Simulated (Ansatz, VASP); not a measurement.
Two plane-wave programs on W

```
W
1.0
     0.00000    2.01901    2.01901
     2.01901    0.00000    2.01901
     2.01901    2.01901    0.00000
W
1
Direct
  0.00000 0.00000 0.00000
```

Alike in both runs: functional PBE; k mesh 14 × 14 × 14; occupations fermi-dirac, width 0.1 eV; no spin polarisation.

Ansatz relaxed the structure, and its values are those at the end. VASP's run is a single point on that final structure, the one shown.

```csv
,VASP,Ansatz
version,VASP 6.6.1,Ansatz 0.2.0
potentials or method,"VASP PAW PBE potentials, release 64 (W_sv), cutoff 520 eV","plane waves (420 eV) with PAW, scalar-relativistic"
valence electrons in the cell,14,14
```

|  | VASP | Ansatz | Ansatz less VASP |
| --- | --- | --- | --- |
| pressure (GPa) | 0.5 | 0.0 | -0.49 |

Spin-orbit coupling is off throughout.
